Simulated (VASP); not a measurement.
Wanted: the native input for a VASP 6.6.1 run.

* Task: single point
* Functional: r2SCAN
* Potentials or basis: VASP PAW PBE potentials, release 64 (Eu, S)
* Cutoff: 800 eV
* k mesh: 8 × 8 × 8
* Occupations: methfessel-paxton, width 0.1 eV
* Spin: collinear spin, ferromagnetic start
* Starting moments: [7.0, 0.0] μB
* Dipole correction: no
* Further INCAR settings: ALGO = Normal; EDIFF = 1e-06; NBANDS = 22

Crystal: EuS.

```xyz
2
Lattice="0.0000 2.8757 2.8757 2.8757 0.0000 2.8757 2.8757 2.8757 0.0000" Properties=species:S:1:pos:R:3 pbc="T T T"
Eu    0.0000    0.0000    0.0000
S     2.8757    2.8757    2.8757
```

The input as run:

POSCAR

```
EuS
1.0
    0.0000000000      2.8757101320      2.8757101320
    2.8757101320      0.0000000000      2.8757101320
    2.8757101320      2.8757101320      0.0000000000
Eu S
1 1
Direct
    0.0000000000      0.0000000000      0.0000000000
    0.5000000000      0.5000000000      0.5000000000
```

INCAR.step1

```
SYSTEM = EuS
ALGO = Normal ; EDIFF = 1E-5
ENCUT = 800 ; GGA = PE
GGA_COMPAT = .FALSE. ; ISMEAR = 1
ISPIN = 2 ; LASPH = .TRUE.
LCHARG = .FALSE. ; LMAXMIX = 6
LREAL = .FALSE. ; LWAVE = .TRUE.
MAGMOM = 7 0 ; NBANDS = 22
NELM = 200 ; PREC = Accurate
SIGMA = 0.1
```

INCAR.step2

```
SYSTEM = EuS
ALGO = Normal ; EDIFF = 1E-6
ENCUT = 800 ; GGA_COMPAT = .FALSE.
ISIF = 2 ; ISMEAR = 1
ISPIN = 2 ; ISTART = 1
LASPH = .TRUE. ; LCHARG = .TRUE.
LELF = .TRUE. ; LMAXMIX = 6
LMIXTAU = .TRUE. ; LORBIT = 11
LREAL = .FALSE. ; LVHAR = .TRUE.
LWAVE = .FALSE. ; MAGMOM = 7 0
METAGGA = R2SCAN ; NBANDS = 22
NELM = 200 ; PREC = Accurate
SIGMA = 0.1
```

KPOINTS

```
k-points
0
G
  8 8 8
  0 0 0
```

Potentials or basis: VASP PAW PBE potentials, release 64 (Eu, S).

Command:

```bash
$ cat potpaw_PBE.64/Eu/POTCAR potpaw_PBE.64/S/POTCAR > POTCAR
$ cp INCAR.step1 INCAR
$ mpirun -np 1 vasp_std > vasp.out
$ cp INCAR.step2 INCAR
$ mpirun -np 1 vasp_std > vasp.out
```

It gave:

The pressure is 3.5 GPa and the band gap on the k mesh is zero (filled and empty bands overlap). The net moment is 6.97 μB per cell and the site moments are Eu +6.50; S -0.09 μB. The valence electrons inside the program's atomic spheres are Eu 14.84; S 3.81.

Caveat: the cell stands under pressure; the PAW data sets were made with another functional, which shifts forces and pressure a little; spin-orbit coupling is left out, which moves the levels of the heavy elements; a cell with one magnetic atom can't hold antiferromagnetic order, which such compounds often take; semilocal functionals describe open f shells poorly, which spoils levels, moments and volumes.

Wall time 4.4 min on 1 thread of Intel(R) Xeon(R) 6975P-C (Granite Rapids) (shared host), peak memory 0.39 GiB.
